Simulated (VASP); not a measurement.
# Si (Fd-3m) in VASP: a series of runs

The runs below take Si through single point, with PBE.

All numbers are computed with VASP 6.6.1; they aren't measurements. Logs are shortened: lines on timing, memory, paths and dates and some standing lists are left out, and cuts for length are marked.

## Step 1: The cell of the first run

Symmetry: Fd-3m, No. 227, cubic system. The conventional cell has a = 5.572 Å, b = 5.572 Å, c = 5.572 Å, α = 90.00°, β = 90.00°, γ = 90.00°. Si (site symmetry -43m) has 4 Si at 2.41 Å within 3.2 Å.

## Step 2: Single point, PBE

The input, INCAR:

```
ALGO     = Normal         # electronic algorithm
EDIFF    = 1E-6           # SCF threshold, eV
ENCUT    = 500            # plane-wave cutoff, eV
GGA      = PE             # functional
GGA_COMPAT= False        
ISIF     = 2              # what is computed and relaxed
ISMEAR   = 0              # smearing method
LASPH    = True           # aspherical terms in the spheres
LCHARG   = False          # write CHGCAR
LREAL    = False          # projectors in reciprocal space
LWAVE    = False          # write WAVECAR
NBANDS   = 11             # bands
NELM     = 120            # most SCF steps
PREC     = Accurate       # precision mode
SIGMA    = 0.01           # smearing width, eV
```

The input, KPOINTS:

```
k-points
0
Gamma
  3 3 3
```

The input, POSCAR:

```
Si
1.0
    0.0000000000      2.7860638099      2.7860638099
    2.7860638099      0.0000000000      2.7860638099
    2.7860638099      2.7860638099      0.0000000000
Si
2
Direct
    0.0000000000      0.0000000000      0.0000000000
    0.2500000000      0.2500000000      0.2500000000
```

Potentials or basis: VASP PAW PBE potentials, release 64 (Si).

Run with:

```
cat potpaw_PBE.64/Si/POTCAR > POTCAR
mpirun -np 1 vasp_std > vasp.out
```

OUTCAR:

```text
EDIFF = 1E-6
   ENCUT = 500
   GGA = PE
   ISIF = 2
   ISMEAR = 0
   LASPH = True
   LREAL = False
   NELM = 120
   PREC = Accurate

 ion  position               nearest neighbor table
   1  0.000  0.000  0.000-   2 2.41   2 2.41   2 2.41   2 2.41
   2  0.250  0.250  0.250-   1 2.41   1 2.41   1 2.41   1 2.41

  LATTYP: Found a face centered cubic cell.
 ALAT       =     5.5721276198

  Lattice vectors:

 A1 = (   0.0000000000,   2.7860638099,   2.7860638099)
 A2 = (   2.7860638099,   0.0000000000,   2.7860638099)
 A3 = (   2.7860638099,   2.7860638099,   0.0000000000)

Analysis of symmetry for initial positions (statically):
=====================================================================
 Subroutine PRICEL returns:
 Original cell was already a primitive cell.

 Routine SETGRP: Setting up the symmetry group for a
 face centered cubic supercell.

 Subroutine GETGRP returns: Found 48 space group operations
 (whereof 24 operations were pure point group operations)
 out of a pool of 48 trial point group operations.

The static configuration has the point symmetry T_d .
 The point group associated with its full space group is O_h .

Analysis of symmetry for dynamics (positions and initial velocities):
=====================================================================
 Subroutine PRICEL returns:
 Original cell was already a primitive cell.

 Routine SETGRP: Setting up the symmetry group for a
 face centered cubic supercell.

 Subroutine GETGRP returns: Found 48 space group operations
 (whereof 24 operations were pure point group operations)
 out of a pool of 48 trial point group operations.

The dynamic configuration has the point symmetry T_d .
 The point group associated with its full space group is O_h .

 Subroutine INISYM returns: Found 48 space group operations
 (whereof 24 operations are pure point group operations),
 and found     1 'primitive' translations

----------------------------------------------------------------------------------------

                                     Primitive cell

  volume of cell :      43.2517

  direct lattice vectors                    reciprocal lattice vectors
     0.000000000  2.786063810  2.786063810    -0.179464662  0.179464662  0.179464662
     2.786063810  0.000000000  2.786063810     0.179464662 -0.179464662  0.179464662
     2.786063810  2.786063810  0.000000000     0.179464662  0.179464662 -0.179464662

  length of vectors
     3.940089226  3.940089226  3.940089226     0.310841913  0.310841913  0.310841913

  position of ions in fractional coordinates (direct lattice)
     0.000000000  0.000000000  0.000000000
     0.250000000  0.250000000  0.250000000

  ion indices of the primitive-cell ions
   primitive index   ion index
                 1           1
                 2           2

----------------------------------------------------------------------------------------

 KPOINTS: k-points

Automatic generation of k-mesh.
 Grid dimensions read from file:
 generate k-points for:    3    3    3

 Generating k-lattice:

  Cartesian coordinates                     Fractional coordinates (reciprocal lattice)
    -0.059821554  0.059821554  0.059821554     0.333333333  0.000000000  0.000000000
     0.059821554 -0.059821554  0.059821554     0.000000000  0.333333333  0.000000000
     0.059821554  0.059821554 -0.059821554     0.000000000  0.000000000  0.333333333

  Length of vectors
     0.103613971  0.103613971  0.103613971

  Shift w.r.t. Gamma in fractional coordinates (k-lattice)
     0.000000000  0.000000000  0.000000000

 Subroutine IBZKPT returns following result:
 ===========================================

 Found      4 irreducible k-points:

 Following reciprocal coordinates:
            Coordinates               Weight
  0.000000  0.000000  0.000000      1.000000
  0.333333  0.000000  0.000000      8.000000
  0.333333  0.333333  0.000000      6.000000
 -0.333333  0.333333  0.000000     12.000000
   k-points           NKPTS =      4   k-points in BZ     NKDIM =      4   number of bands    NBANDS=     11
   number of dos      NEDOS =    301   number of ions     NIONS =      2
   total plane-waves  NPLWV =  27000
   dimension x,y,z NGX =    30 NGY =   30 NGZ =   30
   dimension x,y,z NGXF=    60 NGYF=   60 NGZF=   60
   ions per type =               2
   NGX,Y,Z   is equivalent  to a cutoff of  12.66, 12.66, 12.66 a.u.
   NGXF,Y,Z  is equivalent  to a cutoff of  25.32, 25.32, 25.32 a.u.
 SYSTEM =  unknown system
   PREC   = accura    normal or accurate (medium, high low for compatibility)
   ISTART =      0    job   : 0-new  1-cont  2-samecut
   ICHARG =      2    charge: 1-file 2-atom 10-const
   ISPIN  =      1    spin polarized calculation?
   LNONCOLLINEAR =      F non collinear calculations
   LSORBIT =      F    spin-orbit coupling
   LASPH  =      T    aspherical Exc in radial PAW
   ENCUT  =  500.0 eV  36.75 Ry    6.06 a.u.   7.18  7.18  7.18*2*pi/ulx,y,z
   NELM   =    120;   NELMIN=  2; NELMDL= -5     # of ELM steps
   EDIFF  = 0.1E-05   stopping-criterion for ELM
   LREAL  =      F    real-space projection
   EDIFFG = 0.1E-04   stopping-criterion for IOM
   NSW    =      0    number of steps for IOM
   IBRION =     -1    ionic relax: 0-MD 1-quasi-New 2-CG
   NFREE  =      0    steps in history (QN), initial steepest desc. (CG)
   ISIF   =      2    stress and relaxation
   ISYM   =      2    0-nonsym 1-usesym 2-fastsym
   POTIM  = 0.5000    time-step for ionic-motion
   TEBEG  =    0.0;   TEEND  =   0.0 temperature during run
   PSTRESS=    0.0 pullay stress
   NELECT =       8.0000    total number of electrons
   NUPDOWN=      -1.0000    fix difference up-down
   EMIN   =  10.00;   EMAX   =-10.00  energy-range for DOS
   EFERMI =   0.00;   METHOD = LEGACY
   ISMEAR =     0;   SIGMA  =   0.01  broadening in eV -4-tet -1-fermi 0-gaus
   EFERMI_NEDOS =   21; number of points for ismear=-14 and -15
   IALGO  =     38    algorithm
   IMIX   =      4    mixing-type and parameters
     AMIX     =   0.40;   BMIX     =  1.00
     AMIX_MAG =   1.60;   BMIX_MAG =  1.00
  volume/ion in A,a.u.               =      21.63       145.94
  Fermi-wavevector in a.u.,A,eV,Ry     =   0.932761  1.762663 11.837658  0.870043
  Thomas-Fermi vector in A             =   2.059392
   LORBIT       =      0    0 simple, 1 ext, 2 COOP (PROOUT), +10 PAW based schemes
   GGA     = PE    functional components
   LHFCALC =     F    Hartree Fock is set to
   AEXX    =    0.0000 exact exchange contribution
   IVDW    =     0    specifies the selected vdW correction
   LEPSILON=     F    determine dielectric tensor
   LRPA    =     F    only Hartree local field effects (RPA)
 non-spin polarized calculation
 Gauss-broadening in eV      SIGMA  =   0.01
  energy-cutoff  :      500.00
  volume of cell :       43.25
 maximum number of plane-waves:      1113
 NGX is ok and might be reduce to    30
   NGX = 15   NGY = 15   NGZ = 15

 number of electron       7.9999999 magnetization

 Free energy of the ion-electron system (eV)
  ---------------------------------------------------
  ext. energy  EPLUGINS =         0.00000000
  ---------------------------------------------------
  free energy    TOTEN  =       -10.23241984 eV

  energy without entropy =      -10.23241984  energy(sigma->0) =      -10.23241984

 E-fermi :   5.2860     XC(G=0):  -9.0405

 val. band max:        5.1765437262   @ k =   0.0000   0.0000   0.0000
 cond. band min:       5.9762856195   @ k =   0.3333   0.3333   0.0000
 fundamental gap:      0.7997418933
 Fermi energy:         5.2860370470

 k-point     1 :       0.0000    0.0000    0.0000
  band No.  band energies     occupation
      1      -6.2853      2.00000
      2       5.1765      2.00000
      3       5.1765      2.00000
      4       5.1765      2.00000
      5       7.6659      0.00000
      6       7.6659      0.00000
      7       7.6659      0.00000
      8       7.6935      0.00000
      9      12.8017      0.00000
     10      12.8017      0.00000
     11      12.8500      0.00000

 k-point     2 :       0.3333    0.0000    0.0000
  band No.  band energies     occupation
      1      -5.0028      2.00000
      2       0.0448      2.00000
      3       4.2282      2.00000
      4       4.2282      2.00000
      5       6.6563      0.00000
      6       8.6193      0.00000
      7       8.6193      0.00000
      8      12.6737      0.00000
      9      13.0064      0.00000
     10      13.0064      0.00000
     11      13.8346      0.00000

 k-point     3 :       0.3333    0.3333    0.0000
  band No.  band energies     occupation
      1      -4.5031      2.00000
      2       0.2231      2.00000
      3       2.9145      2.00000
      4       2.9145      2.00000
      5       5.9763      0.00000
      6       7.2234      0.00000
      7      12.0847      0.00000
      8      12.0847      0.00000
      9      14.1908      0.00000
     10      14.8370      0.00000
     11      17.6557      0.00000

 k-point     4 :      -0.3333    0.3333    0.0000
  band No.  band energies     occupation
      1      -3.2569      2.00000
      2      -1.4112      2.00000
      3       1.0922      2.00000
      4       3.1954      2.00000
      5       6.7718      0.00000
      6      10.8620      0.00000
      7      11.3552      0.00000
      8      11.8611      0.00000
      9      12.0819      0.00000
     10      12.7542      0.00000
     11      19.0396      0.00000

------------------------ aborting loop because EDIFF is reached ----------------------------------------

  FORCE on cell =-STRESS in cart. coord.  units (eV):
  Direction    XX          YY          ZZ          XY          YZ          ZX
  --------------------------------------------------------------------------------------
  -------------------------------------------------------------------------------------
  Total       -0.7958875     -0.7958875     -0.7958875     -0.0000000      0.0000000     -0.0000000
  in kB      -29.4821469    -29.4821469    -29.4821469     -0.0000000      0.0000000     -0.0000000
  external PRESSURE =     -29.4821469 kB  Pullay stress =       0.0000000 kB

 VOLUME and BASIS-vectors are now :
 -----------------------------------------------------------------------------
  energy-cutoff  :      500.00
  volume of cell :       43.25
      direct lattice vectors                 reciprocal lattice vectors
     0.000000000  2.786063810  2.786063810    -0.179464662  0.179464662  0.179464662
     2.786063810  0.000000000  2.786063810     0.179464662 -0.179464662  0.179464662
     2.786063810  2.786063810  0.000000000     0.179464662  0.179464662 -0.179464662

 POSITION                                       TOTAL-FORCE (eV/Angst)
 -----------------------------------------------------------------------------------
      0.00000      0.00000      0.00000         0.000000     -0.000000     -0.000000
      1.39303      1.39303      1.39303        -0.000000      0.000000      0.000000
 -----------------------------------------------------------------------------------
    total drift:                               -0.000000     -0.000000     -0.000000

  FREE ENERGIE OF THE ION-ELECTRON SYSTEM (eV)
  ---------------------------------------------------
  free  energy   TOTEN  =       -10.2324198353 eV

  energy  without entropy=      -10.2324198353  energy(sigma->0) =      -10.23241984
```

Run time: 2.3 s. Hardware: 1 thread of Intel Xeon Platinum 8488C (Sapphire Rapids), shared host; peak memory 0.15 GiB.

What came out:

- Free energy: -10.2324 eV
- Pressure: -2.9 GPa
- Band gap on the k mesh: 0.80 eV, indirect (least direct gap 2.43 eV)

Caveat: the k points lie up to 0.65 Å⁻¹ apart. Expect the measured gap to be larger: semilocal functionals such as PBE lack the derivative discontinuity.

## Step 3: Single point, PBE

This run uses another cell than the first one, of 19.22 Å³/atom, 0.889 times its volume.

The input, INCAR:

```
SYSTEM = Si
PREC = Accurate
ENCUT = 500
EDIFF = 1E-6
ISMEAR = 0
SIGMA = 0.01
LREAL = .False.
LASPH = .True.
NELM = 120
ALGO = Normal
ISIF = 2
LWAVE = .False.
LCHARG = .True.
GGA = PE
LELF = .True.
LVHAR = .True.
NBANDS = 11
GGA_COMPAT = .False.
```

The input, KPOINTS:

```
Automatic mesh
0
Gamma
  4 4 4
  0 0 0
```

The input, POSCAR:

```
Si
1.0
    0.0000000000      2.6787995551      2.6787995551
    2.6787995551      0.0000000000      2.6787995551
    2.6787995551      2.6787995551      0.0000000000
Si
2
Direct
    0.0000000000      0.0000000000      0.0000000000
    0.2500000000      0.2500000000      0.2500000000
```

Potentials or basis: VASP PAW PBE potentials, release 64 (Si).

Run with:

```
cat potpaw_PBE.64/Si/POTCAR > POTCAR
mpirun -np 1 vasp_std > vasp.out
```

Wall time 2.8 s (1 thread of Intel Xeon Platinum 8488C (Sapphire Rapids), shared host); peak memory 0.14 GiB.

It converged, with:

- Free energy: -10.6098 eV
- Pressure: 7.0 GPa
- Band gap on the k mesh: 0.61 eV, indirect (least direct gap 2.56 eV)

Levels at points of the mesh, in eV from the valence-band top:
```tsv
k point	band 1	band 2	band 3	band 4	band 5	band 6	band 7	band 8	band 9
(0.00, 0.00, 0.00)	-12.25	0.00	0.00	0.00	2.56	2.56	2.56	3.85	7.72
(0.50, 0.00, 0.00)	-9.81	-7.17	-1.24	-1.24	1.68	3.30	3.30	7.76	10.64
(0.50, 0.50, 0.00)	-7.95	-7.95	-2.97	-2.97	0.61	0.61	10.46	10.46	11.10
```

Caveat: the k points lie up to 0.51 Å⁻¹ apart.

[end of part 1 of 2]
